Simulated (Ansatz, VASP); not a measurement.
SrO in VASP and in Ansatz

```
Sr O
1.0
     0.00000    2.51840    2.56980
     2.51840    0.00000    2.56980
     2.51840    2.51840    0.00000
Sr O
1 1
Direct
  0.00000 0.00000 0.00000
  0.50000 0.50000 0.50000
```

Change from the starting cell: equal xx and yy strain of -2 %, crystal datasets.

Alike in both runs: task electric field gradients; functional LDA; k mesh 8 × 8 × 8; occupations fermi-dirac, width 0.02 eV; no spin polarisation.

```csv
,VASP,Ansatz
version,VASP 6.6.1,Ansatz 0.2.0
potentials or method,"VASP PAW LDA potentials, release 64 (Sr_sv, O), cutoff 520 eV","all-electron PAW with datasets made for the crystal, scalar-relativistic"
```

Ansatz gave:

```
gap on the k mesh at the Fermi level (eV)                     : 3.08
pressure (GPa)                                                : -0.3
traceless stress, the component that is largest in VASP (GPa) : -2.00
size of Vzz on the site where it differs most (V/Å²)          : 7.1
```

Q: What did VASP give for the same quantities?

A: gap on the k mesh at the Fermi level (eV): 3.01; pressure (GPa): 0.5; traceless stress, the component that is largest in VASP (GPa): -2.12; size of Vzz on the site where it differs most (V/Å²): 7.4.

LDA's correlation is that of Perdew and Zunger in VASP and of Perdew and Wang (1992) in Ansatz. Ansatz ran all-electron here, and VASP with PAW potentials.
